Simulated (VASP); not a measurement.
Crystal: BeZn2TeS2.

```
Be Zn Te S
1.0
     5.78075    0.00000    0.00000
     0.00000    5.78075    0.00000
     0.00000    0.00000    3.38623
Be Zn Te S
1 2 1 2
Cartesian
  0.0000 0.0000 0.0000
  0.0000 2.8904 0.0000
  2.8904 0.0000 0.0000
  2.8904 2.8904 0.0000
  0.0000 2.8904 1.6931
  2.8904 0.0000 1.6931
```

```yaml
Program: VASP 6.6.1
Task: relaxation of cell and atoms
Functional: PBE
Potentials_or_basis: VASP PAW PBE potentials, release 64 (Be, Zn, Te, S)
Cutoff: 600 eV
k_mesh: 4 × 4 × 6
Occupations: gaussian, width 0.1 eV
Spin: no spin polarisation
```

At the start: pressure 63.0 GPa; volume 18.86 Å³/atom.

Task: How do energy, volume and symmetry change on relaxing?

Result: Over 13 steps the energy falls by 2092.2 meV/atom and the volume is 22.51 Å³/atom (+19.4 %); space group P4/mmm (No. 123, to 0.05 Å).

The path:
```tsv
step	energy change (eV)	largest force (eV/Å)	pressure (GPa)	volume (Å³)
1	0.0000	0.0000	63.00	113.16
2	-5.6296	0.0000	-10.07	245.79
3	-11.9668	0.0000	-5.54	165.54
4	-12.1190	0.0000	-4.72	161.91
5	-12.2655	0.0000	-1.58	152.61
6	-12.2706	0.0000	-2.32	154.33
7	-12.2703	0.0000	-1.97	153.49
8	-12.4090	0.0000	-1.38	147.04
9	-12.5415	0.0000	0.16	136.58
10	-12.5471	0.0000	0.76	133.46
11	-12.5476	0.0000	0.62	134.14
12	-12.5506	0.0000	-0.33	135.71
13	-12.5530	0.0000	0.02	135.07
```

Final structure:
```xyz
6
Lattice="5.4556 0.0000 0.0000 0.0000 5.4556 0.0000 0.0000 0.0000 4.5381" Properties=species:S:1:pos:R:3 pbc="T T T"
Be    0.0000    0.0000    0.0000
Zn    0.0000    2.7278    0.0000
Zn    2.7278    0.0000    0.0000
Te    2.7278    2.7278    0.0000
S     0.0000    2.7278    2.2691
S     2.7278    0.0000    2.2691
```

Caveat: the volume moved by over 15 % at a fixed basis, so the end points are rough.
